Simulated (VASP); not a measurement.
# WC (P1) in VASP: notebook

The runs below take WC through single point, with r2SCAN.

All numbers are computed with VASP 6.6.1; they aren't measurements. Logs are shortened: lines on timing, memory, paths and dates and some standing lists are left out, and cuts for length are marked.

## (1) The cell of the first run

The typed cell holds 2 atoms: a = 3.101 Å, b = 3.101 Å, c = 3.101 Å, α = 60.00°, β = 60.00°, γ = 60.00°.

## (2) Single point, r2SCAN

Contents of POSCAR:

```
WC
1.0
    0.0000000000      2.1926800000      2.1926800000
    2.1926800000      0.0000000000      2.1926800000
    2.1926800000      2.1926800000      0.0000000000
W C
1 1
Direct
   -0.0017710415      0.0007655589      0.0003177995
    0.5271074284      0.4882824066      0.4951357904
```

Contents of INCAR.step1:

```
  ALGO = Normal
  EDIFF = 1E-5
  ENCUT = 660
  GGA = PE
  GGA_COMPAT = False
  ISMEAR = -1
  LASPH = True
  LCHARG = False
  LREAL = False
  LWAVE = True
  NBANDS = 16
  NELM = 120
  PREC = Accurate
  SIGMA = 0.1
```

Contents of INCAR.step2:

```
  ALGO = Normal
  EDIFF = 1E-6
  ENCUT = 660
  GGA_COMPAT = False
  ISIF = 2
  ISMEAR = -1
  ISTART = 1
  LASPH = True
  LCHARG = False
  LMIXTAU = True
  LREAL = False
  LWAVE = False
  METAGGA = R2SCAN
  NBANDS = 16
  NELM = 120
  PREC = Accurate
  SIGMA = 0.1
```

Contents of KPOINTS:

```
k-points
0
Gamma
  4 4 4
```

Potentials or basis: VASP PAW PBE potentials, release 64 (W_sv, C).

The run is started by

```bash
cat potpaw_PBE.64/W_sv/POTCAR potpaw_PBE.64/C/POTCAR > POTCAR
cp INCAR.step1 INCAR
mpirun -np 1 vasp_std > vasp.out
cp INCAR.step2 INCAR
mpirun -np 1 vasp_std > vasp.out
```

OUTCAR:

```text
EDIFF = 1E-6
   ENCUT = 660
   ISIF = 2
   ISMEAR = -1
   ISTART = 1
   LASPH = True
   LREAL = False
   METAGGA = R2SCAN
   NELM = 120
   PREC = Accurate

 ion  position               nearest neighbor table
   1  0.998  0.001  0.000-   2 2.14   2 2.15   2 2.16   2 2.23   2 2.23   2 2.25
   2  0.527  0.488  0.495-   1 2.14   1 2.15   1 2.16   1 2.23   1 2.23   1 2.25

  LATTYP: Found a face centered cubic cell.
 ALAT       =     4.3853600000

  Lattice vectors:

 A1 = (   0.0000000000,   2.1926800000,   2.1926800000)
 A2 = (   2.1926800000,   0.0000000000,   2.1926800000)
 A3 = (   2.1926800000,   2.1926800000,   0.0000000000)

Analysis of symmetry for initial positions (statically):
=====================================================================
 Subroutine PRICEL returns:
 Original cell was already a primitive cell.

 Routine SETGRP: Setting up the symmetry group for a
 face centered cubic supercell.

 Subroutine GETGRP returns: Found  1 space group operations
 (whereof  1 operations were pure point group operations)
 out of a pool of 48 trial point group operations.

The static configuration has the point symmetry C_1 .

Analysis of symmetry for dynamics (positions and initial velocities):
=====================================================================
 Subroutine PRICEL returns:
 Original cell was already a primitive cell.

 Routine SETGRP: Setting up the symmetry group for a
 face centered cubic supercell.

 Subroutine GETGRP returns: Found  1 space group operations
 (whereof  1 operations were pure point group operations)
 out of a pool of 48 trial point group operations.

The dynamic configuration has the point symmetry C_1 .

 Subroutine INISYM returns: Found  1 space group operations
 (whereof  1 operations are pure point group operations),
 and found     1 'primitive' translations

----------------------------------------------------------------------------------------

                                     Primitive cell

  volume of cell :      21.0841

  direct lattice vectors                    reciprocal lattice vectors
     0.000000000  2.192680000  2.192680000    -0.228031450  0.228031450  0.228031450
     2.192680000  0.000000000  2.192680000     0.228031450 -0.228031450  0.228031450
     2.192680000  2.192680000  0.000000000     0.228031450  0.228031450 -0.228031450

  length of vectors
     3.100917794  3.100917794  3.100917794     0.394962057  0.394962057  0.394962057

  position of ions in fractional coordinates (direct lattice)
     0.998228959  0.000765559  0.000317800
     0.527107428  0.488282407  0.495135790

  ion indices of the primitive-cell ions
   primitive index   ion index
                 1           1
                 2           2

----------------------------------------------------------------------------------------

 KPOINTS: k-points

Automatic generation of k-mesh.
 Grid dimensions read from file:
 generate k-points for:    4    4    4

 Generating k-lattice:

  Cartesian coordinates                     Fractional coordinates (reciprocal lattice)
    -0.057007863  0.057007863  0.057007863     0.250000000  0.000000000  0.000000000
     0.057007863 -0.057007863  0.057007863     0.000000000  0.250000000  0.000000000
     0.057007863  0.057007863 -0.057007863     0.000000000  0.000000000  0.250000000

  Length of vectors
     0.098740514  0.098740514  0.098740514

  Shift w.r.t. Gamma in fractional coordinates (k-lattice)
     0.000000000  0.000000000  0.000000000

 Subroutine IBZKPT returns following result:
 ===========================================

 Found     36 irreducible k-points:

 Following reciprocal coordinates:
            Coordinates               Weight
  0.000000  0.000000  0.000000      1.000000
  0.250000  0.000000  0.000000      2.000000
  0.000000  0.250000  0.000000      2.000000
  0.000000  0.000000  0.250000      2.000000
  0.250000  0.250000  0.250000      2.000000
  0.500000  0.000000  0.000000      1.000000
[... 16 lines left out ...]
  0.250000  0.500000  0.500000      2.000000
[... 42 lines left out ...]
  free energy    TOTEN  =       -60.74003643 eV

  energy without entropy =      -60.70552574  energy(sigma->0) =      -60.72278108

 E-fermi :  12.0712     XC(G=0): -14.8449

 val. band max:       11.9904787399   @ k =   0.0000   0.0000   0.0000
 cond. band min:      12.2209641450   @ k =   0.2500   0.2500   0.0000
 fundamental gap:      0.2304854051
 Fermi energy:        12.0712162359

 k-point     1 :       0.0000    0.0000    0.0000
  band No.  band energies     occupation
      1     -65.0117      2.00000
      2     -28.3562      2.00000
      3     -28.3529      2.00000
      4     -28.3509      2.00000
      5      -4.3240      2.00000
      6       9.3581      2.00000
[... 8 lines left out ...]
     15      23.0116      0.00000
     16      36.1582      0.00000

 k-point     2 :       0.2500    0.0000    0.0000
  band No.  band energies     occupation
      1     -64.9909      2.00000
      2     -28.6712      2.00000
      3     -28.3896      2.00000
      4     -28.3868      2.00000
      5      -2.6671      2.00000
      6       5.8481      2.00000
[... 8 lines left out ...]
     15      25.4022      0.00000
     16      30.1496      0.00000

 k-point     3 :       0.0000    0.2500    0.0000
  band No.  band energies     occupation
      1     -64.9909      2.00000
      2     -28.6742      2.00000
      3     -28.3895      2.00000
      4     -28.3850      2.00000
      5      -2.6628      2.00000
      6       5.7982      2.00000
[... 8 lines left out ...]
     15      25.4456      0.00000
     16      30.0701      0.00000

 k-point     4 :       0.0000    0.0000    0.2500
  band No.  band energies     occupation
      1     -64.9909      2.00000
      2     -28.6747      2.00000
      3     -28.3873      2.00000
      4     -28.3870      2.00000
      5      -2.6620      2.00000
      6       5.7895      2.00000
[... 8 lines left out ...]
     15      25.4536      0.00000
     16      30.0621      0.00000
[... 324 lines left out ...]
 k-point    22 :      -0.2500    0.2500   -0.2500
  band No.  band energies     occupation
      1     -64.9630      2.00000
      2     -28.8618      2.00000
      3     -28.5886      2.00000
      4     -28.4967      2.00000
      5      -1.1243      2.00000
      6       4.3264      2.00000
[... 8 lines left out ...]
     15      23.8626      0.00000
     16      27.3842      0.00000

 k-point    23 :       0.2500    0.5000    0.5000
  band No.  band energies     occupation
      1     -64.9630      2.00000
      2     -28.8612      2.00000
      3     -28.5856      2.00000
      4     -28.5001      2.00000
      5      -1.1261      2.00000
      6       4.3293      2.00000
[... 8 lines left out ...]
     15      23.9280      0.00000
     16      27.5555      0.00000

 k-point    24 :       0.5000    0.0000    0.2500
  band No.  band energies     occupation
      1     -64.9631      2.00000
      2     -28.8589      2.00000
      3     -28.5890      2.00000
      4     -28.4981      2.00000
      5      -1.1277      2.00000
      6       4.3230      2.00000
[... 8 lines left out ...]
     15      23.8197      0.00000
     16      27.5833      0.00000

 [... further k-points ...]
[... 5 lines left out ...]
  --------------------------------------------------------------------------------------
  -------------------------------------------------------------------------------------
  Total       -0.5294254     -0.4743725     -0.5391556     -0.0295360      0.0261255     -0.0138834
  in kB      -40.2308892    -36.0474348    -40.9702786     -2.2444293      1.9852725     -1.0549953
  external PRESSURE =     -39.0828675 kB  Pullay stress =       0.0000000 kB

 VOLUME and BASIS-vectors are now :
 -----------------------------------------------------------------------------
  energy-cutoff  :      660.00
  volume of cell :       21.08
      direct lattice vectors                 reciprocal lattice vectors
     0.000000000  2.192680000  2.192680000    -0.228031450  0.228031450  0.228031450
     2.192680000  0.000000000  2.192680000     0.228031450 -0.228031450  0.228031450
     2.192680000  2.192680000  0.000000000     0.228031450  0.228031450 -0.228031450

 POSITION                                       TOTAL-FORCE (eV/Angst)
 -----------------------------------------------------------------------------------
      0.00238      2.18949      2.19048        -0.385340      0.489370      0.360391
      2.15632      2.24145      2.22642         0.385340     -0.489370     -0.360391
 -----------------------------------------------------------------------------------
    total drift:                               -0.000086      0.000070      0.000085

  FREE ENERGIE OF THE ION-ELECTRON SYSTEM (eV)
  ---------------------------------------------------
  free  energy   TOTEN  =       -60.7400364287 eV

  energy  without entropy=      -60.7055257351  energy(sigma->0) =      -60.72278108
```

It took 36 s on 1 thread of Intel Xeon 6975P-C (Granite Rapids), shared host; peak memory 0.18 GiB.

What came out:

```yaml
Free_energy: -60.7400 eV
Pressure: -3.9 GPa
Largest_force: 0.720 eV/Å
Band_gap_on_the_k_mesh: zero (band 9 reaches 13.52 eV, above the bottom of band 10 at 10.87 eV)
```

Forces in eV/Å, atoms in the order of the input:
```
W   -0.385  0.489  0.360
C    0.385 -0.489 -0.360
```

Levels at points of the mesh, in eV from the Fermi level:
| k point | band 5 | band 6 | band 7 | band 8 | band 9 | band 10 | band 11 | band 12 | band 13 | band 14 |
| --- | --- | --- | --- | --- | --- | --- | --- | --- | --- | --- |
| (0.00, 0.00, 0.00) | -16.40 | -2.71 | -2.60 | -2.54 | -1.38 | -1.20 | -0.61 | -0.20 | -0.08 | 7.31 |
| (0.50, 0.00, 0.00) | -11.81 | -9.82 | -6.63 | -6.63 | 1.44 | 1.45 | 2.85 | 5.71 | 9.50 | 9.54 |
| (0.00, 0.50, 0.00) | -11.78 | -9.86 | -6.61 | -6.58 | 1.43 | 1.44 | 2.83 | 5.60 | 9.41 | 9.48 |
| (0.00, 0.00, 0.50) | -11.78 | -9.86 | -6.60 | -6.57 | 1.43 | 1.43 | 2.82 | 5.58 | 9.37 | 9.49 |
| (0.50, 0.50, 0.50) | -11.78 | -9.86 | -6.61 | -6.58 | 1.43 | 1.44 | 2.82 | 5.59 | 9.40 | 9.48 |
| (0.50, 0.50, 0.00) | -14.19 | -5.62 | -5.59 | -2.46 | -2.30 | 1.28 | 2.69 | 2.70 | 6.04 | 7.95 |
| (0.00, 0.50, 0.50) | -14.19 | -5.61 | -5.59 | -2.46 | -2.31 | 1.27 | 2.69 | 2.70 | 6.03 | 7.96 |
| (0.50, 0.00, 0.50) | -14.19 | -5.59 | -5.58 | -2.44 | -2.34 | 1.26 | 2.69 | 2.69 | 5.99 | 7.98 |

Caveat: the k points lie up to 0.62 Å⁻¹ apart; the PAW data sets were made with another functional, which shifts forces and pressure a little; spin-orbit coupling is left out, which moves the levels of the heavy elements.

## (3) Single point, r2SCAN

Contents of POSCAR:

```
WC
1.0
    0.0000000000      2.1926800000      2.1926800000
    2.1926800000      0.0000000000      2.1926800000
    2.1926800000      2.1926800000      0.0000000000
W C
1 1
Direct
   -0.0019780971      0.0008554902      0.0003541956
    0.5302765824      0.4869059363      0.4945787181
```

Contents of INCAR.step1:

```
SYSTEM = WC
PREC = Accurate
ENCUT = 660
ISMEAR = -1
SIGMA = 0.1
LREAL = .False.
LASPH = .True.
NELM = 120
NBANDS = 16
GGA = PE
ALGO = Normal
EDIFF = 1E-5
LWAVE = .True.
LCHARG = .False.
GGA_COMPAT = .False.
```

Contents of INCAR.step2:

```
SYSTEM = WC
PREC = Accurate
ENCUT = 660
EDIFF = 1E-6
ISMEAR = -1
SIGMA = 0.1
LREAL = .False.
LASPH = .True.
NELM = 120
ALGO = Normal
ISIF = 2
LWAVE = .False.
LCHARG = .False.
METAGGA = R2SCAN
LMIXTAU = .True.
NBANDS = 16
ISTART = 1
GGA_COMPAT = .False.
```

Contents of KPOINTS:

```
regular mesh
0
Gamma
  4 4 4
  0 0 0
```

Potentials or basis: VASP PAW PBE potentials, release 64 (W_sv, C).

The run is started by

```bash
cat potpaw_PBE.64/W_sv/POTCAR potpaw_PBE.64/C/POTCAR > POTCAR
cp INCAR.step1 INCAR
mpirun -np 1 vasp_std > vasp.out
cp INCAR.step2 INCAR
mpirun -np 1 vasp_std > vasp.out
```

Run time: 36 s. Hardware: 1 thread of Intel Xeon 6975P-C (Granite Rapids), shared host; peak memory 0.17 GiB.

Results (log left out):

| Item | Value |
| --- | --- |
| Free energy | -60.7337 eV |
| Pressure | -3.6 GPa |
| Largest force | 0.735 eV/Å |
| Band gap on the k mesh | zero (band 9 reaches 13.52 eV, above the bottom of band 10 at 10.83 eV) |

Forces in eV/Å, atoms in the order of the input:
```
W   -0.398  0.492  0.373
C    0.398 -0.492 -0.373
```

Stress tensor (GPa, compression positive):
```
-3.77 -0.30 -0.14
-0.30 -3.31  0.27
-0.14  0.27 -3.85
```

Levels at points of the mesh, in eV from the Fermi level:
| k point | band 7 | band 8 | band 9 | band 10 | band 11 | band 12 |
| --- | --- | --- | --- | --- | --- | --- |
| (0.00, 0.00, 0.00) | -2.63 | -2.56 | -1.45 | -1.25 | -0.56 | -0.14 |
| (0.50, 0.00, 0.00) | -6.64 | -6.64 | 1.44 | 1.45 | 2.85 | 5.71 |
| (0.00, 0.50, 0.00) | -6.62 | -6.58 | 1.42 | 1.43 | 2.82 | 5.57 |
| (0.00, 0.00, 0.50) | -6.61 | -6.57 | 1.42 | 1.43 | 2.81 | 5.54 |
| (0.50, 0.50, 0.50) | -6.61 | -6.58 | 1.42 | 1.43 | 2.82 | 5.56 |
| (0.50, 0.50, 0.00) | -5.59 | -2.48 | -2.29 | 1.29 | 2.69 | 2.69 |
| (0.00, 0.50, 0.50) | -5.59 | -2.48 | -2.29 | 1.29 | 2.69 | 2.69 |
| (0.50, 0.00, 0.50) | -5.59 | -2.46 | -2.33 | 1.27 | 2.69 | 2.69 |

Caveat: the k points lie up to 0.62 Å⁻¹ apart; the PAW data sets were made with another functional, which shifts forces and pressure a little; spin-orbit coupling is left out, which moves the levels of the heavy elements.

## (4) Single point, r2SCAN

Contents of POSCAR:

```
WC
1.0
    0.0000000000      2.1926800000      2.1926800000
    2.1926800000      0.0000000000      2.1926800000
    2.1926800000      2.1926800000      0.0000000000
W C
1 1
Direct
   -0.0021704600      0.0009394400      0.0003873014
    0.5332208817      0.4856209961      0.4940720169
```

Contents of INCAR.step1:

```
SYSTEM = WC
ALGO = Normal ; EDIFF = 1E-5
ENCUT = 660 ; GGA = PE
GGA_COMPAT = .False. ; ISMEAR = -1
LASPH = .True. ; LCHARG = .False.
LREAL = .False. ; LWAVE = .True.
NBANDS = 16 ; NELM = 120
PREC = Accurate ; SIGMA = 0.1
```

Contents of INCAR.step2:

```
SYSTEM = WC
ALGO = Normal ; EDIFF = 1E-6
ENCUT = 660 ; GGA_COMPAT = .False.
ISIF = 2 ; ISMEAR = -1
ISTART = 1 ; LASPH = .True.
LCHARG = .False. ; LMIXTAU = .True.
LREAL = .False. ; LWAVE = .False.
METAGGA = R2SCAN ; NBANDS = 16
NELM = 120 ; PREC = Accurate
SIGMA = 0.1
```

Contents of KPOINTS:

```
k-points
0
Gamma
  4 4 4
  0 0 0
```

The run is started by

```bash
cat potpaw_PBE.64/W_sv/POTCAR potpaw_PBE.64/C/POTCAR > POTCAR
cp INCAR.step1 INCAR
mpirun -np 1 vasp_std > vasp.out
cp INCAR.step2 INCAR
mpirun -np 1 vasp_std > vasp.out
```

Wall time 36 s (1 thread of Intel Xeon 6975P-C (Granite Rapids), shared host); peak memory 0.17 GiB.

It converged, with:

```yaml
Free_energy: -60.7278 eV
Pressure: -3.4 GPa
Largest_force: 0.735 eV/Å
Band_gap_on_the_k_mesh: zero (band 9 reaches 13.52 eV, above the bottom of band 10 at 10.80 eV)
```

Forces in eV/Å, atoms in the order of the input:
```
W   -0.400  0.490  0.376
C    0.400 -0.490 -0.376
```

Stress tensor (GPa, compression positive):
```
-3.53 -0.37 -0.19
-0.37 -2.97  0.33
-0.19  0.33 -3.62
```

Levels at points of the mesh, in eV from the Fermi level:
```csv
k point,band 5,band 6,band 7,band 8,band 9,band 10,band 11,band 12,band 13,band 14
"(0.00, 0.00, 0.00)",-16.41,-2.81,-2.66,-2.57,-1.51,-1.29,-0.52,-0.08,0.07,7.28
"(0.50, 0.00, 0.00)",-11.85,-9.82,-6.65,-6.65,1.44,1.45,2.84,5.70,9.49,9.54
"(0.00, 0.50, 0.00)",-11.81,-9.86,-6.62,-6.58,1.41,1.43,2.81,5.53,9.35,9.46
"(0.00, 0.00, 0.50)",-11.80,-9.87,-6.61,-6.57,1.42,1.42,2.81,5.50,9.29,9.48
"(0.50, 0.50, 0.50)",-11.81,-9.87,-6.62,-6.57,1.41,1.43,2.81,5.53,9.34,9.47
"(0.50, 0.50, 0.00)",-14.21,-5.67,-5.60,-2.50,-2.27,1.30,2.69,2.69,6.02,7.92
"(0.00, 0.50, 0.50)",-14.20,-5.66,-5.60,-2.50,-2.28,1.30,2.68,2.69,6.01,7.92
"(0.50, 0.00, 0.50)",-14.20,-5.62,-5.60,-2.48,-2.32,1.28,2.68,2.69,5.95,7.95
```

Caveat: the k points lie up to 0.62 Å⁻¹ apart; the PAW data sets were made with another functional, which shifts forces and pressure a little; spin-orbit coupling is left out, which moves the levels of the heavy elements.

## (5) Single point, r2SCAN

Contents of POSCAR:

```
WC
1.0
    0.0000000000      2.1926800000      2.1926800000
    2.1926800000      0.0000000000      2.1926800000
    2.1926800000      2.1926800000      0.0000000000
W C
1 1
Direct
   -0.0023481172      0.0010174290      0.0004170730
    0.5359401487      0.4844272622      0.4936163529
```

Contents of INCAR.step1:

```
SYSTEM = WC
PREC = Accurate
ENCUT = 660
ISMEAR = -1
SIGMA = 0.1
LREAL = .False.
LASPH = .True.
NELM = 120
NBANDS = 16
GGA = PE
ALGO = Normal
EDIFF = 1E-5
LWAVE = .True.
LCHARG = .False.
GGA_COMPAT = .False.
```

Contents of INCAR.step2:

```
SYSTEM = WC
PREC = Accurate
ENCUT = 660
EDIFF = 1E-6
ISMEAR = -1
SIGMA = 0.1
LREAL = .False.
LASPH = .True.
NELM = 120
ALGO = Normal
ISIF = 2
LWAVE = .False.
LCHARG = .False.
METAGGA = R2SCAN
LMIXTAU = .True.
NBANDS = 16
ISTART = 1
GGA_COMPAT = .False.
```

Contents of KPOINTS:

```
Automatic mesh
0
Gamma
  4 4 4
  0 0 0
```

The run is started by

```bash
cat potpaw_PBE.64/W_sv/POTCAR potpaw_PBE.64/C/POTCAR > POTCAR
cp INCAR.step1 INCAR
mpirun -np 1 vasp_std > vasp.out
cp INCAR.step2 INCAR
mpirun -np 1 vasp_std > vasp.out
```

Run time: 40 s. Hardware: 1 thread of Intel Xeon 6975P-C (Granite Rapids), shared host; peak memory 0.18 GiB.

The run converged. Its results:

- Free energy: -60.7223 eV
- Pressure: -3.1 GPa
- Largest force: 0.734 eV/Å
- Band gap on the k mesh: zero (band 9 reaches 13.52 eV, above the bottom of band 10 at 10.77 eV)

Forces in eV/Å, atoms in the order of the input:
```
W   -0.396  0.492  0.373
C    0.396 -0.492 -0.373
```

Stress tensor (GPa, compression positive):
```
-3.32 -0.42 -0.26
-0.42 -2.58  0.38
-0.26  0.38 -3.44
```

Levels at points of the mesh, in eV from the Fermi level:
| k point | band 6 | band 7 | band 8 | band 9 | band 10 | band 11 | band 12 | band 13 |
| --- | --- | --- | --- | --- | --- | --- | --- | --- |
| (0.00, 0.00, 0.00) | -2.86 | -2.69 | -2.59 | -1.57 | -1.32 | -0.48 | -0.03 | 0.13 |
| (0.50, 0.00, 0.00) | -9.81 | -6.67 | -6.66 | 1.44 | 1.45 | 2.84 | 5.70 | 9.49 |
| (0.00, 0.50, 0.00) | -9.87 | -6.63 | -6.57 | 1.41 | 1.43 | 2.81 | 5.50 | 9.33 |
| (0.00, 0.00, 0.50) | -9.88 | -6.62 | -6.56 | 1.41 | 1.41 | 2.80 | 5.47 | 9.26 |
| (0.50, 0.50, 0.50) | -9.87 | -6.63 | -6.57 | 1.41 | 1.42 | 2.80 | 5.49 | 9.31 |
| (0.50, 0.50, 0.00) | -5.69 | -5.61 | -2.52 | -2.25 | 1.31 | 2.68 | 2.69 | 6.01 |
| (0.00, 0.50, 0.50) | -5.68 | -5.61 | -2.52 | -2.26 | 1.31 | 2.68 | 2.69 | 6.00 |
| (0.50, 0.00, 0.50) | -5.64 | -5.60 | -2.49 | -2.31 | 1.29 | 2.68 | 2.68 | 5.93 |

Caveat: the k points lie up to 0.62 Å⁻¹ apart; the PAW data sets were made with another functional, which shifts forces and pressure a little; spin-orbit coupling is left out, which moves the levels of the heavy elements.
